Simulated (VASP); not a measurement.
A run of VASP 6.6.1 is set up as follows.

INCAR

```
ALGO = Normal ; EDIFF = 1E-6
ENCUT = 520 ; GGA = PS
ISIF = 2 ; ISMEAR = 0
LASPH = True ; LCHARG = False
LREAL = False ; LWAVE = False
NBANDS = 22 ; NELM = 100
PREC = Accurate ; SIGMA = 0.1
```

Contents of KPOINTS:

```
k-points
0
Gamma
  14 14 12
```

POSCAR

```
NbH
1.0
    3.2412082449      0.0000000000      0.0000000000
    0.0000000000      3.1607639057      0.0000000000
    0.0000000000      0.0000000000      3.8747369545
Nb H
2 2
Direct
    0.0000000000      0.0000000000      0.0000000000
    0.5000000000      0.5000000000      0.5000000000
    0.0000000000      0.0000000000      0.5000000000
    0.5000000000      0.5000000000      0.0000000000
```

Potentials or basis: VASP PAW PBE potentials, release 64 (Nb_sv, H).

The run is started by

```sh
$ cat potpaw_PBE.64/Nb_sv/POTCAR potpaw_PBE.64/H/POTCAR > POTCAR
$ mpirun -np 1 vasp_std > vasp.out
```

Task: What does it give for the pressure?

Result: -1.7 GPa.

Task: Estimate the band gap on the k mesh.

Result: Zero (bands 14 and 15 overlap by 1.84 eV).

Stress tensor (GPa, compression positive):
```
-4.32  0.00  0.00
 0.00 -0.38  0.00
 0.00  0.00 -0.40
```

Caveat: the cell differs from its parent crystal (uniaxial strain along a: +2.0 %, then relaxed in part); the PAW data sets were made with another functional, which shifts forces and pressure a little.
